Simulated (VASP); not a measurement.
Here is a VASP 6.6.1 calculation.

File POSCAR:

```
W
1.0
   -1.5823450000      1.5823450000      1.5823450000
    1.5823450000     -1.5823450000      1.5823450000
    1.5823450000      1.5823450000     -1.5823450000
W
1
Direct
    0.0000000000      0.0000000000      0.0000000000
```

The input INCAR.step1:

```
SYSTEM = W
PREC     = Accurate       ! precision mode
ENCUT    = 520            ! plane-wave cutoff, eV
ISMEAR   = 1              ! smearing method
SIGMA    = 0.25           ! smearing width, eV
LREAL    = .FALSE.        ! projectors in reciprocal space
LASPH    = .TRUE.         ! aspherical terms in the spheres
NELM     = 80             ! most SCF steps
NBANDS   = 13             ! bands
GGA      = PE             ! functional
ALGO     = Normal         ! electronic algorithm
EDIFF    = 1E-4           ! SCF threshold, eV
LWAVE    = .TRUE.         ! write WAVECAR
LCHARG   = .FALSE.        ! write CHGCAR
```

The input INCAR.step2:

```
SYSTEM = W
PREC     = Accurate       ! precision mode
ENCUT    = 520            ! plane-wave cutoff, eV
EDIFF    = 1E-6           ! SCF threshold, eV
ISMEAR   = 1              ! smearing method
SIGMA    = 0.25           ! smearing width, eV
LREAL    = .FALSE.        ! projectors in reciprocal space
LASPH    = .TRUE.         ! aspherical terms in the spheres
NELM     = 80             ! most SCF steps
ALGO     = Normal         ! electronic algorithm
ISIF     = 2              ! what is computed and relaxed
LWAVE    = .FALSE.        ! write WAVECAR
LCHARG   = .FALSE.        ! write CHGCAR
METAGGA  = R2SCAN         ! meta-GGA
LMIXTAU  = .TRUE.       
NBANDS   = 13             ! bands
ISTART   = 1
```

The input KPOINTS:

```
regular mesh
0
G
  13 13 13
  0 0 0
```

Potentials or basis: VASP PAW PBE potentials, release 64 (W_sv).

The run is started by

```console
$ cat potpaw_PBE.64/W_sv/POTCAR > POTCAR
$ cp INCAR.step1 INCAR
$ mpirun -np 1 vasp_std > vasp.out
$ cp INCAR.step2 INCAR
$ mpirun -np 1 vasp_std > vasp.out
```

Problem. Predict the pressure.

Solution. 2.1 GPa.

Problem. Estimate the band gap on the k mesh.

Solution. Zero (band 7 reaches 15.95 eV, above the bottom of band 8 at 10.01 eV).

Caveat: the PAW data sets were made with another functional, which shifts forces and pressure a little; spin-orbit coupling is left out, which moves the levels of the heavy elements.
